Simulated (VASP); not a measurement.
GaF:

```
Ga F
1.0
     3.12313    0.00000    0.00000
     0.00000    3.12313    0.00000
     0.00000    0.00000    3.12313
Ga F
1 1
Direct
  0.00000 0.00000 0.00000
  0.50000 0.50000 0.50000
```

Base run:

| Property | Result |
| --- | --- |
| Program | VASP 6.6.1 |
| Functional | PBE |
| Potentials or basis | VASP PAW PBE potentials, release 64 (Ga_d, F) |
| Cutoff | 520 eV |
| k mesh | 8 × 8 × 8 |
| Occupations | fermi-dirac, width 0.05 eV |
| Spin | no spin polarisation |

Its results: pressure 1.8 GPa.

The run is repeated on the same cell with these changes: functional from PBE to r2SCANh; k mesh from 8 × 8 × 8 to 4 × 4 × 4. What comes out?

Pressure 0.7 GPa.

Several settings changed at once, so the effect can't be laid on one alone.

Caveats: some runs use coarse meshes; the PAW data sets were made with another functional, which shifts forces and pressure a little (some runs).
